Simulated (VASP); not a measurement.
Here is a VASP 6.6.1 calculation.

The input INCAR:

```
SYSTEM = CdF2
ALGO = Normal ; EDIFF = 1E-6
ENCUT = 520 ; GGA = PS
ISIF = 2 ; ISMEAR = 0
LASPH = .TRUE. ; LCHARG = .FALSE.
LREAL = .FALSE. ; LWAVE = .FALSE.
NBANDS = 20 ; NELM = 60
PREC = Accurate ; SIGMA = 0.05
```

KPOINTS

```
k-points
0
G
  8 8 8
  0 0 0
```

Contents of POSCAR:

```
CdF2
1.0
    0.0000000000      2.6733515778      2.8390993756
    2.6733515778      0.0000000000      2.8390993756
    2.6733515778      2.6733515778      0.0000000000
Cd F
1 2
Direct
    0.0000000000      0.0000000000      0.0000000000
    0.2500000000      0.2500000000      0.2500000000
    0.7500000000      0.7500000000      0.7500000000
```

Potentials or basis: VASP PAW PBE potentials, release 64 (Cd, F).

Run with:

```console
$ cat potpaw_PBE.64/Cd/POTCAR potpaw_PBE.64/F/POTCAR > POTCAR
$ mpirun -np 1 vasp_std > vasp.out
```

Q: Predict the pressure.

A: -3.3 GPa.

Q: Estimate the band gap on the k mesh.

A: 2.67 eV, indirect (least direct gap 3.18 eV).

Stress tensor (GPa, compression positive):
```
-1.16  0.00  0.00
 0.00 -1.16  0.00
 0.00  0.00 -7.57
```

Caveat: the PAW data sets were made with another functional, which shifts forces and pressure a little. A k mesh can miss the band edges.
